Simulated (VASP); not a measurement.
# Y2HfF (P4/nmm) in VASP: notebook

The runs below take Y2HfF through relaxation of cell and atoms, single point, with PBE.

Program: VASP 6.6.1. These are calculated values, not measurements. Logs are shortened: lines on timing, memory, paths and dates and some standing lists are left out, and cuts for length are marked.

## 1. The cell of the first run

It takes space group P4/nmm (No. 129, tetragonal). Conventional cell: a = 4.287 Å, b = 4.287 Å, c = 8.338 Å, α = 90.00°, β = 90.00°, γ = 90.00°. Within 2.8 Å of Y (site symmetry 4mm) lie 1 F at 2.13 Å. Within 3.1 Å of Y (site symmetry -4m2) lie 4 F at 2.30 Å and 4 Y at 3.03 Å. Within 3.8 Å of Hf (site symmetry 4mm) lie 9 Y at 2.92 to 3.26 Å and 5 F at 3.29 to 3.44 Å. F (site symmetry 4mm) has 5 Y at 2.13 to 2.30 Å within 2.8 Å.

The cell was generated, and may not be a known phase.

## 2. Relaxation of cell and atoms, PBE

INCAR

```
SYSTEM = Y2HfF
PREC = Accurate ; ENCUT = 600
EDIFF = 1E-6 ; ISMEAR = 0
SIGMA = 0.1 ; LREAL = .FALSE.
LASPH = .TRUE. ; NELM = 100
ALGO = Normal ; ISIF = 3
LWAVE = .FALSE. ; LCHARG = .FALSE.
GGA = PE ; IBRION = 2
NSW = 90 ; EDIFFG = -0.04
```

KPOINTS

```
regular mesh
0
G
  4 4 2
  0 0 0
```

POSCAR

```
Y2HfF
1.0
    4.2865744200      0.0000000000      0.0000000000
    0.0000000000      4.2865744200      0.0000000000
    0.0000000000      0.0000000000      8.3380183300
Y Hf F
4 2 2
Direct
    0.0000000000      0.5000000000      0.6452779200
    0.5000000000      0.0000000000      0.3547220800
    0.5000000000      0.5000000000      0.0000000000
    0.0000000000      0.0000000000      0.0000000000
    0.5000000000      0.0000000000      0.7047187700
    0.0000000000      0.5000000000      0.2952812300
    0.0000000000      0.5000000000      0.9010653500
    0.5000000000      0.0000000000      0.0989346500
```

Potentials or basis: VASP PAW PBE potentials, release 64 (Y_sv, Hf_pv, F).

Launch:

```
$ cat potpaw_PBE.64/Y_sv/POTCAR potpaw_PBE.64/Hf_pv/POTCAR potpaw_PBE.64/F/POTCAR > POTCAR
$ mpirun -np 1 vasp_std > vasp.out
```

OUTCAR:

```text
SYSTEM = Y2HfF
   PREC = Accurate
   ENCUT = 600
   EDIFF = 1E-6
   ISMEAR = 0
   LREAL = .FALSE.
   LASPH = .TRUE.
   NELM = 100
   ISIF = 3
   GGA = PE
   IBRION = 2
   NSW = 90
   EDIFFG = -0.04

 ion  position               nearest neighbor table
   1  0.000  0.500  0.645-   7 2.13   6 2.92   5 3.07   5 3.07   5 3.07   5 3.07   4 3.65   3 3.65
                             3 3.65   4 3.65   2 3.88   2 3.88   2 3.88   2 3.88
   2  0.500  0.000  0.355-   8 2.13   5 2.92   6 3.07   6 3.07   6 3.07   6 3.07   4 3.65   4 3.65
                             3 3.65   3 3.65   1 3.88   1 3.88   1 3.88   1 3.88
   3  0.500  0.500  0.000-   7 2.30   8 2.30   8 2.30   7 2.30   4 3.03   4 3.03   4 3.03   4 3.03
                             5 3.26   6 3.26   5 3.26   6 3.26   2 3.65   1 3.65   2 3.65   1 3.65
   4  0.000  0.000  0.000-   7 2.30   8 2.30   7 2.30   8 2.30   3 3.03   3 3.03   3 3.03   3 3.03
                             5 3.26   5 3.26   6 3.26   6 3.26   2 3.65   1 3.65   1 3.65   2 3.65
   5  0.500  0.000  0.705-   2 2.92   1 3.07   1 3.07   1 3.07   1 3.07   3 3.26   4 3.26   4 3.26
                             3 3.26
   6  0.000  0.500  0.295-   1 2.92   2 3.07   2 3.07   2 3.07   2 3.07   4 3.26   4 3.26   3 3.26
                             3 3.26
   7  0.000  0.500  0.901-   1 2.13   3 2.30   4 2.30   4 2.30   3 2.30
   8  0.500  0.000  0.099-   2 2.13   3 2.30   4 2.30   3 2.30   4 2.30

  LATTYP: Found a simple tetragonal cell.
 ALAT       =     4.2865744200
 C/A-ratio  =     1.9451472232

  Lattice vectors:

 A1 = (   4.2865744200,   0.0000000000,   0.0000000000)
 A2 = (   0.0000000000,   4.2865744200,   0.0000000000)
 A3 = (   0.0000000000,   0.0000000000,   8.3380183300)

Analysis of symmetry for initial positions (statically):
=====================================================================
 Subroutine PRICEL returns:
 Original cell was already a primitive cell.

 Routine SETGRP: Setting up the symmetry group for a
 simple tetragonal supercell.

 Subroutine GETGRP returns: Found 16 space group operations
 (whereof  8 operations were pure point group operations)
 out of a pool of 16 trial point group operations.

The static configuration has the point symmetry D_2d.
 The point group associated with its full space group is D_4h.

Analysis of symmetry for dynamics (positions and initial velocities):
=====================================================================
 Subroutine PRICEL returns:
 Original cell was already a primitive cell.

 Routine SETGRP: Setting up the symmetry group for a
 simple tetragonal supercell.

 Subroutine GETGRP returns: Found 16 space group operations
 (whereof  8 operations were pure point group operations)
 out of a pool of 16 trial point group operations.

The dynamic configuration has the point symmetry D_2d.
 The point group associated with its full space group is D_4h.

 Subroutine INISYM returns: Found 16 space group operations
 (whereof  8 operations are pure point group operations),
 and found     1 'primitive' translations

----------------------------------------------------------------------------------------

                                     Primitive cell

  volume of cell :     153.2088

  direct lattice vectors                    reciprocal lattice vectors
     4.286574420  0.000000000  0.000000000     0.233286513  0.000000000  0.000000000
     0.000000000  4.286574420  0.000000000     0.000000000  0.233286513  0.000000000
     0.000000000  0.000000000  8.338018330     0.000000000  0.000000000  0.119932574

  length of vectors
     4.286574420  4.286574420  8.338018330     0.233286513  0.233286513  0.119932574

  position of ions in fractional coordinates (direct lattice)
     0.000000000  0.500000000  0.645277920
     0.500000000  0.000000000  0.354722080
     0.500000000  0.500000000  0.000000000
     0.000000000  0.000000000  0.000000000
     0.500000000  0.000000000  0.704718770
     0.000000000  0.500000000  0.295281230
     0.000000000  0.500000000  0.901065350
     0.500000000  0.000000000  0.098934650

  ion indices of the primitive-cell ions
   primitive index   ion index
                 1           1
                 2           2
                 3           3
                 4           4
                 5           5
                 6           6
                 7           7
                 8           8

----------------------------------------------------------------------------------------

 KPOINTS: regular mesh

Automatic generation of k-mesh.
 Grid dimensions read from file:
 generate k-points for:    4    4    2

 Generating k-lattice:

  Cartesian coordinates                     Fractional coordinates (reciprocal lattice)
     0.058321628  0.000000000  0.000000000     0.250000000  0.000000000  0.000000000
     0.000000000  0.058321628  0.000000000     0.000000000  0.250000000  0.000000000
     0.000000000  0.000000000  0.059966287     0.000000000  0.000000000  0.500000000

  Length of vectors
     0.058321628  0.058321628  0.059966287

  Shift w.r.t. Gamma in fractional coordinates (k-lattice)
     0.000000000  0.000000000  0.000000000

 Subroutine IBZKPT returns following result:
 ===========================================

 Found     12 irreducible k-points:

 Following reciprocal coordinates:
            Coordinates               Weight
  0.000000  0.000000  0.000000      1.000000
  0.250000  0.000000  0.000000      4.000000
  0.500000  0.000000  0.000000      2.000000
  0.250000  0.250000  0.000000      4.000000
  0.500000  0.250000  0.000000      4.000000
  0.500000  0.500000  0.000000      1.000000
  0.000000  0.000000  0.500000      1.000000
  0.250000  0.000000  0.500000      4.000000
  0.500000  0.000000  0.500000      2.000000
  0.250000  0.250000  0.500000      4.000000
  0.500000  0.250000  0.500000      4.000000
  0.500000  0.500000  0.500000      1.000000
   k-points           NKPTS =     12   k-points in BZ     NKDIM =     12   number of bands    NBANDS=     46
   number of dos      NEDOS =    301   number of ions     NIONS =      8
   total plane-waves  NPLWV =  90720
   dimension x,y,z NGX =    36 NGY =   36 NGZ =   70
   dimension x,y,z NGXF=    72 NGYF=   72 NGZF=  140
   ions per type =               4   2   2
   NGX,Y,Z   is equivalent  to a cutoff of  13.96, 13.96, 13.96 a.u.
   NGXF,Y,Z  is equivalent  to a cutoff of  27.92, 27.92, 27.91 a.u.
 SYSTEM =  Y2HfF
   PREC   = accura    normal or accurate (medium, high low for compatibility)
   ISTART =      0    job   : 0-new  1-cont  2-samecut
   ICHARG =      2    charge: 1-file 2-atom 10-const
   ISPIN  =      1    spin polarized calculation?
   LNONCOLLINEAR =      F non collinear calculations
   LSORBIT =      F    spin-orbit coupling
   LASPH  =      T    aspherical Exc in radial PAW
   ENCUT  =  600.0 eV  44.10 Ry    6.64 a.u.   8.56  8.56 16.65*2*pi/ulx,y,z
   NELM   =    100;   NELMIN=  2; NELMDL= -5     # of ELM steps
   EDIFF  = 0.1E-05   stopping-criterion for ELM
   LREAL  =      F    real-space projection
   EDIFFG = -.4E-01   stopping-criterion for IOM
   NSW    =     90    number of steps for IOM
   IBRION =      2    ionic relax: 0-MD 1-quasi-New 2-CG
   NFREE  =      1    steps in history (QN), initial steepest desc. (CG)
   ISIF   =      3    stress and relaxation
   ISYM   =      2    0-nonsym 1-usesym 2-fastsym
   POTIM  = 0.5000    time-step for ionic-motion
   TEBEG  =    0.0;   TEEND  =   0.0 temperature during run
   PSTRESS=    0.0 pullay stress
   NELECT =      78.0000    total number of electrons
   NUPDOWN=      -1.0000    fix difference up-down
   EMIN   =  10.00;   EMAX   =-10.00  energy-range for DOS
   EFERMI =   0.00;   METHOD = LEGACY
   ISMEAR =     0;   SIGMA  =   0.10  broadening in eV -4-tet -1-fermi 0-gaus
   EFERMI_NEDOS =   21; number of points for ismear=-14 and -15
   IALGO  =     38    algorithm
   IMIX   =      4    mixing-type and parameters
     AMIX     =   0.40;   BMIX     =  1.00
     AMIX_MAG =   1.60;   BMIX_MAG =  1.00
  volume/ion in A,a.u.               =      19.15       129.24
  Fermi-wavevector in a.u.,A,eV,Ry     =   1.307209  2.470268 23.249588  1.708796
  Thomas-Fermi vector in A             =   2.437959
   LORBIT       =      0    0 simple, 1 ext, 2 COOP (PROOUT), +10 PAW based schemes
   GGA     = PE    functional components
   LHFCALC =     F    Hartree Fock is set to
   AEXX    =    0.0000 exact exchange contribution
   IVDW    =     0    specifies the selected vdW correction
   LEPSILON=     F    determine dielectric tensor
   LRPA    =     F    only Hartree local field effects (RPA)
 conjugate gradient relaxation of ions
 non-spin polarized calculation
 Gauss-broadening in eV      SIGMA  =   0.10
  energy-cutoff  :      600.00
  volume of cell :      153.21
 maximum number of plane-waves:      5138
 NGX is ok and might be reduce to    36
   NGX = 17   NGY = 17   NGZ = 33

--------------------------------------- Ionic step        1  -------------------------------------------

 number of electron      78.0000005 magnetization

 Free energy of the ion-electron system (eV)
  ---------------------------------------------------
  ext. energy  EPLUGINS =         0.00000000
  ---------------------------------------------------
  free energy    TOTEN  =       -51.83289562 eV

  energy without entropy =      -51.77088482  energy(sigma->0) =      -51.80189022

 E-fermi :   5.1224     XC(G=0): -10.9845

 val. band max:        5.1108992365   @ k =   0.5000   0.0000   0.0000
 cond. band min:       5.1445361755   @ k =   0.2500   0.0000   0.5000
 fundamental gap:      0.0336369390
 Fermi energy:         5.1223700135

 k-point     1 :       0.0000    0.0000    0.0000
  band No.  band energies     occupation
      1     -37.5906      2.00000
      2     -37.2253      2.00000
      3     -36.9595      2.00000
      4     -36.9442      2.00000
      5     -25.3912      2.00000
      6     -25.3912      2.00000
[... 696 lines left out ...]
  FREE ENERGIE OF THE ION-ELECTRON SYSTEM (eV)
  ---------------------------------------------------
  free  energy   TOTEN  =       -53.7844046801 eV

  energy  without entropy=      -53.7144882786  energy(sigma->0) =      -53.74944648

 E-fermi :   3.7822     XC(G=0): -10.0130

 val. band max:        3.7665601121   @ k =   0.5000   0.2500   0.0000
 cond. band min:       3.7832121873   @ k =   0.0000   0.0000   0.0000
 fundamental gap:      0.0166520753
 Fermi energy:         3.7821740768

 k-point     1 :       0.0000    0.0000    0.0000
  band No.  band energies     occupation
      1     -39.1921      2.00000
      2     -39.0499      2.00000
      3     -38.7788      2.00000
      4     -38.7779      2.00000
      5     -27.6359      2.00000
      6     -27.6308      2.00000
[... 577 lines left out ...]
     45       5.8335      0.00000
     46       5.8335      0.00000

[... ionic steps 4 to 28 ...]

--------------------------------------- Ionic step       29  -------------------------------------------

 number of electron      77.9999987 magnetization

------------------------ aborting loop because EDIFF is reached ----------------------------------------
[... 79 lines left out ...]
--------------------------------------- Ionic step       31  -------------------------------------------

 number of electron      77.9999985 magnetization

 Free energy of the ion-electron system (eV)
  ---------------------------------------------------
  ext. energy  EPLUGINS =         0.00000000
  ---------------------------------------------------
  free energy    TOTEN  =       -54.90078541 eV

  energy without entropy =      -54.84952981  energy(sigma->0) =      -54.87515761

 E-fermi :   3.6999     XC(G=0):  -9.9399

 val. band max:        3.6819070255   @ k =   0.5000   0.2500   0.0000
 cond. band min:       3.7225554518   @ k =   0.2500   0.2500   0.0000
 fundamental gap:      0.0406484264
 Fermi energy:         3.6998561064

 k-point     1 :       0.0000    0.0000    0.0000
  band No.  band energies     occupation
      1     -39.2093      2.00000
      2     -39.0733      2.00000
      3     -39.0034      2.00000
      4     -39.0015      2.00000
      5     -27.8275      2.00000
      6     -27.8254      2.00000
[... 612 lines left out ...]
  FREE ENERGIE OF THE ION-ELECTRON SYSTEM (eV)
  ---------------------------------------------------
  free  energy   TOTEN  =       -54.9007854149 eV

  energy  without entropy=      -54.8495298051  energy(sigma->0) =      -54.87515761

 reached required accuracy - stopping structural energy minimisation
```

Wall time 34 min (1 thread of AMD EPYC 9R45 (Zen 5), shared host); peak memory 0.34 GiB.

Results:

```
Free energy                           : -54.9008 eV
Relaxed volume                        : 24.11 Å³/atom
Relaxed cell                          : a = 4.719 Å, b = 4.719 Å, c = 8.661 Å, α = 90.00°, β = 90.00°, γ = 90.00°
Space group after relaxing (to 0.1 Å) : P4/nmm (No. 129)
Energy gained by relaxing             : 383.5 meV/atom
Ionic steps                           : 31
Pressure after relaxing               : 0.0 GPa
Largest force after relaxing          : 0.025 eV/Å
Band gap on the k mesh                : zero (bands 39 and 40 overlap by 0.55 eV)
```

Forces in eV/Å, atoms in the order of the input:
```
Y    0.000  0.000  0.009
Y    0.000  0.000 -0.009
Y    0.000  0.000  0.000
Y    0.000  0.000  0.000
Hf   0.000  0.000  0.015
Hf   0.000  0.000 -0.015
F    0.000  0.000  0.025
F    0.000  0.000 -0.025
```

The path:
| step | energy change (eV) | largest force (eV/Å) | pressure (GPa) | volume (Å³) |
| --- | --- | --- | --- | --- |
| 1 | 0.0000 | 1.4484 | 19.43 | 153.21 |
| 2 | -1.5491 | 0.9829 | -5.24 | 210.67 |
| 3 | -1.9515 | 0.7311 | 0.08 | 189.04 |
| 4 | -1.9511 | 0.7452 | -0.17 | 189.81 |
| 5 | -2.0118 | 0.6718 | -0.31 | 190.54 |
| 6 | -2.1610 | 0.5212 | -0.60 | 192.74 |
| 7 | -2.2637 | 1.2166 | -0.92 | 197.19 |
| 8 | -2.3071 | 1.2000 | -0.83 | 196.77 |
| 9 | -2.4272 | 1.1080 | -0.58 | 195.53 |
| 10 | -2.5744 | 0.7660 | 0.08 | 193.06 |
| 11 | -2.5813 | 0.8052 | 0.37 | 192.22 |
| 12 | -2.6777 | 0.5605 | -0.27 | 193.05 |
| 13 | -2.7526 | 0.4784 | -1.29 | 194.73 |
| 14 | -2.7935 | 0.4690 | 0.38 | 189.08 |
| 15 | -2.7939 | 0.4686 | 0.59 | 188.40 |
| 16 | -2.8272 | 0.4130 | 0.46 | 188.83 |
| 17 | -2.9002 | 0.2783 | 0.16 | 190.15 |
| 18 | -2.9715 | 0.2728 | -0.19 | 192.79 |
| 19 | -2.9836 | 0.2728 | 0.36 | 191.26 |
| 20 | -2.9899 | 0.2923 | 0.12 | 191.80 |
| 21 | -3.0184 | 0.1749 | -0.13 | 192.63 |
| 22 | -3.0284 | 0.1087 | -0.30 | 193.57 |
| 23 | -3.0456 | 0.1840 | 0.17 | 192.41 |
| 24 | -3.0466 | 0.2091 | 0.34 | 192.03 |
| 25 | -3.0536 | 0.1684 | -0.24 | 193.72 |
| 26 | -3.0537 | 0.1624 | -0.32 | 193.98 |
| 27 | -3.0606 | 0.1112 | -0.10 | 193.19 |
| 28 | -3.0641 | 0.0880 | 0.21 | 192.12 |
| 29 | -3.0666 | 0.0732 | -0.11 | 193.17 |
| 30 | -3.0666 | 0.0752 | -0.08 | 193.04 |
| 31 | -3.0679 | 0.0254 | 0.04 | 192.88 |

Final structure:
```
Y Hf F
1.0
     4.71923    0.00000    0.00000
     0.00000    4.71923    0.00000
     0.00000    0.00000    8.66067
Y Hf F
4 2 2
Direct
  0.00000 0.50000 0.66368
  0.50000 0.00000 0.33632
  0.50000 0.50000 0.00000
  0.00000 0.00000 0.00000
  0.50000 0.00000 0.72004
  0.00000 0.50000 0.27996
  0.00000 0.50000 0.01312
  0.50000 0.00000 0.98688
```

Caveat: the k points lie up to 0.36 Å⁻¹ apart in the final cell, too coarse for converged energies and pressures of a metal; the volume moved by over 15 % at a fixed basis, so the end points are rough; spin-orbit coupling is left out, which moves the levels of the heavy elements.

## 3. Single point, PBE

This run uses another cell than the first one, of 24.21 Å³/atom.

INCAR

```
PREC = Accurate
ENCUT = 520
EDIFF = 1E-7
ISMEAR = 0
SIGMA = 0.1
LREAL = F
LASPH = T
NELM = 80
ALGO = Normal
ISIF = 2
LWAVE = F
LCHARG = T
GGA = PE
LELF = T
LVHAR = T
NBANDS = 49
```

KPOINTS

```
regular mesh
0
Gamma
  8 8 6
```

POSCAR

```
Y2HfF
1.0
    4.7334995512      0.0000000000      0.0000000000
    0.0000000000      4.7334995512      0.0000000000
    0.0000000000      0.0000000000      8.6446266381
Y Hf F
4 2 2
Direct
    0.0000000000      0.5000000000      0.6704174536
    0.5000000000      0.0000000000      0.3295825464
    0.5000000000      0.5000000000      0.0000000000
    0.0000000000      0.0000000000      0.0000000000
    0.5000000000      0.0000000000      0.7182227439
    0.0000000000      0.5000000000      0.2817772561
    0.0000000000      0.5000000000      0.0076874518
    0.5000000000      0.0000000000      0.9923125482
```

Potentials or basis: VASP PAW PBE potentials, release 64 (Y_sv, Hf_pv, F).

Launch:

```
$ cat potpaw_PBE.64/Y_sv/POTCAR potpaw_PBE.64/Hf_pv/POTCAR potpaw_PBE.64/F/POTCAR > POTCAR
$ mpirun -np 1 vasp_std > vasp.out
```

Run time: 6.2 min. Hardware: 1 thread of AMD EPYC 9R45 (Zen 5), shared host; peak memory 0.59 GiB.

The run converged. Its results:

| Item | Value |
| --- | --- |
| Free energy | -54.8807 eV |
| Pressure | -0.2 GPa |
| Largest force | 0.051 eV/Å |
| Band gap on the k mesh | zero (bands 39 and 40 overlap by 0.59 eV) |

Forces in eV/Å, atoms in the order of the input:
```
Y    0.000  0.000 -0.005
Y    0.000  0.000  0.005
Y    0.000  0.000  0.000
Y    0.000  0.000  0.000
Hf   0.000  0.000  0.046
Hf   0.000  0.000 -0.046
F    0.000  0.000  0.051
F    0.000  0.000 -0.051
```

Stress tensor (GPa, compression positive):
```
-0.12  0.00  0.00
 0.00 -0.12  0.00
 0.00  0.00 -0.41
```

Levels at points of the mesh, in eV from the Fermi level:
| k point | band 37 | band 38 | band 39 | band 40 | band 41 | band 42 |
| --- | --- | --- | --- | --- | --- | --- |
| (0.00, 0.00, 0.00) | -0.84 | -0.72 | -0.04 | 0.02 | 0.02 | 0.17 |
| (0.50, 0.00, 0.00) | -0.29 | -0.29 | 0.29 | 0.29 | 0.42 | 0.42 |
| (0.50, 0.50, 0.00) | -0.55 | -0.55 | 0.00 | 0.00 | 0.58 | 0.58 |
| (0.00, 0.00, 0.50) | -1.22 | -0.32 | -0.28 | 0.19 | 0.53 | 1.01 |
| (0.50, 0.00, 0.50) | -0.39 | -0.39 | 0.45 | 0.45 | 0.49 | 0.49 |
| (0.50, 0.50, 0.50) | -0.78 | -0.78 | 0.28 | 0.28 | 0.66 | 0.66 |

Caveat: spin-orbit coupling is left out, which moves the levels of the heavy elements.

The gap in the log of VASP goes by the Fermi energy; the results here count the filled bands.